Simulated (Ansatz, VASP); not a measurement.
Se in VASP and in Ansatz

```xyz
1
Lattice="-1.6449 1.6449 1.6449 1.6449 -1.6449 1.6449 1.6449 1.6449 -1.6449" Properties=species:S:1:pos:R:3 pbc="T T T"
Se    0.0000    0.0000    0.0000
```

Alike in both runs: task single point; functional r2SCAN; k mesh 20 × 20 × 20; occupations gaussian, width 0.05 eV; no spin polarisation.

|  | VASP | Ansatz |
| --- | --- | --- |
| version | VASP 6.6.1 | Ansatz 0.2.0 |
| potentials or method | VASP PAW PBE potentials, release 64 (Se), cutoff 520 eV | scalar-relativistic, plane waves, PAW |
| valence electrons in the cell | 6 | 16 |

```csv
,VASP,Ansatz,Ansatz less VASP
gap on the k mesh at the Fermi level (eV),none,none,-
pressure (GPa),13.4,13.5,+0.15
```

VASP's potentials were made for PBE, not for r2SCAN. A gap of «none» marks a metal or a gap that the smearing closes. VASP's potentials hold 6 valence electrons a cell and Ansatz's 16, so a difference there can come from the potentials and not from the codes.
